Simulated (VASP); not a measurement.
**Li3H8: relaxation of cell and atoms with PBE**

Li3H8:

```xyz
11
Lattice="5.8404 0.0000 0.0000 -2.9202 5.0579 0.0000 0.0000 0.0000 5.4512" Properties=species:S:1:pos:R:3 pbc="T T T"
Li    1.2253    2.6645    2.7256
Li    0.0000    4.7868    2.7256
Li   -1.2253    2.6645    2.7256
H     2.5417    3.3284    0.0000
H     1.6871    0.5370    0.0000
H     4.5318    1.1925    0.0000
H     1.3086    1.1925    0.0000
H     3.2987    3.3284    0.0000
H     4.1533    0.5370    0.0000
H     0.0000    3.3719    3.9068
H     0.0000    3.3719    1.5445
```

The cell was generated, and may not be a known phase.

| Item | Value |
| --- | --- |
| Program | VASP 6.6.1 |
| Task | relaxation of cell and atoms |
| Functional | PBE |
| Potentials or basis | VASP PAW PBE potentials, release 64 (Li_sv, H) |
| Cutoff | 600 eV |
| k mesh | 6 × 6 × 8 |
| Occupations | gaussian, width 0.1 eV |
| Spin | no spin polarisation |
| Dipole correction | no |
| Further INCAR settings | ALGO = Normal; EDIFF = 1e-06; IBRION = 2; EDIFFG = -0.01; NSW = 100; ISIF = 3 |

| Property | Result |
| --- | --- |
| Relaxed volume | 14.65 Å³/atom |
| Relaxed cell | a = 5.804 Å, b = 5.804 Å, c = 5.524 Å, α = 90.00°, β = 90.00°, γ = 120.00° |
| Space group after relaxing (to 0.1 Å) | P-6m2 (No. 187) |
| Energy gained by relaxing | 0.1 meV/atom |
| Ionic steps | 11 |
| Pressure after relaxing | 0.0 GPa |
| Largest force after relaxing | 0.010 eV/Å |
| Band gap on the k mesh | zero (an odd number of electrons rules out a gap without spin polarisation) |

Forces in eV/Å, atoms in the order of the input:
```
Li  -0.006  0.003  0.000
Li   0.000 -0.007  0.000
Li   0.006  0.003  0.000
H    0.004  0.003  0.000
H   -0.005  0.002  0.000
H    0.001 -0.005  0.000
H   -0.001 -0.005  0.000
H   -0.004  0.003  0.000
H    0.005  0.002  0.000
H    0.000  0.000 -0.010
H    0.000  0.000  0.010
```

Step by step:
| step | energy change (eV) | largest force (eV/Å) | pressure (GPa) | volume (Å³) |
| --- | --- | --- | --- | --- |
| 1 | 0.0000 | 0.0220 | -0.03 | 161.03 |
| 2 | 0.0000 | 0.0589 | 0.04 | 160.97 |
| 3 | -0.0001 | 0.0219 | 0.01 | 160.99 |
| 4 | -0.0003 | 0.0197 | 0.01 | 160.97 |
| 5 | -0.0007 | 0.0127 | 0.02 | 160.91 |
| 6 | -0.0011 | 0.0233 | 0.05 | 160.79 |
| 7 | -0.0011 | 0.0289 | 0.06 | 160.73 |
| 8 | -0.0014 | 0.0217 | 0.06 | 160.90 |
| 9 | -0.0014 | 0.0386 | 0.07 | 161.00 |
| 10 | -0.0015 | 0.0166 | 0.05 | 161.09 |
| 11 | -0.0016 | 0.0097 | 0.03 | 161.19 |

Final structure:
```cif
data_structure
_symmetry_space_group_name_H-M 'P 1'
_symmetry_Int_Tables_number 1
_cell_length_a 5.8045
_cell_length_b 5.8045
_cell_length_c 5.5243
_cell_angle_alpha 90.000
_cell_angle_beta 90.000
_cell_angle_gamma 120.000
_cell_volume 161.19
loop_
_atom_site_label
_atom_site_type_symbol
_atom_site_fract_x
_atom_site_fract_y
_atom_site_fract_z
_atom_site_occupancy
Li1 Li 0.47387 0.52613 0.50000 1
Li2 Li 0.47387 0.94774 0.50000 1
Li3 Li 0.05226 0.52613 0.50000 1
H1 H 0.76436 0.65898 0.00000 1
H2 H 0.34102 0.10538 0.00000 1
H3 H 0.89462 0.23564 0.00000 1
H4 H 0.34102 0.23564 0.00000 1
H5 H 0.89462 0.65898 0.00000 1
H6 H 0.76436 0.10538 0.00000 1
H7 H 0.33333 0.66667 0.71393 1
H8 H 0.33333 0.66667 0.28607 1
```

Levels at points of the mesh, in eV from the Fermi level:
| k point | band 7 | band 8 | band 9 | band 10 | band 11 | band 12 |
| --- | --- | --- | --- | --- | --- | --- |
| (0.00, 0.00, 0.00) | -3.88 | -1.88 | 0.22 | 2.27 | 2.27 | 3.54 |
| (0.50, 0.00, 0.00) | -3.98 | -1.73 | 0.35 | 1.46 | 2.46 | 3.10 |
| (0.00, 0.00, 0.50) | -3.89 | -2.03 | -0.34 | 2.74 | 2.74 | 2.99 |
| (0.50, 0.00, 0.50) | -3.78 | -2.29 | -0.30 | 1.05 | 2.43 | 3.98 |

Run time: 3.7 min on 1 thread of Intel(R) Xeon(R) 6975P-C (Granite Rapids), on a shared host, peak memory 0.35 GiB.

Caveat: the cutoff is under 1.25 times the usual one of these potentials, so pressure, stress and relaxed cells hold a basis-set (Pulay) error.
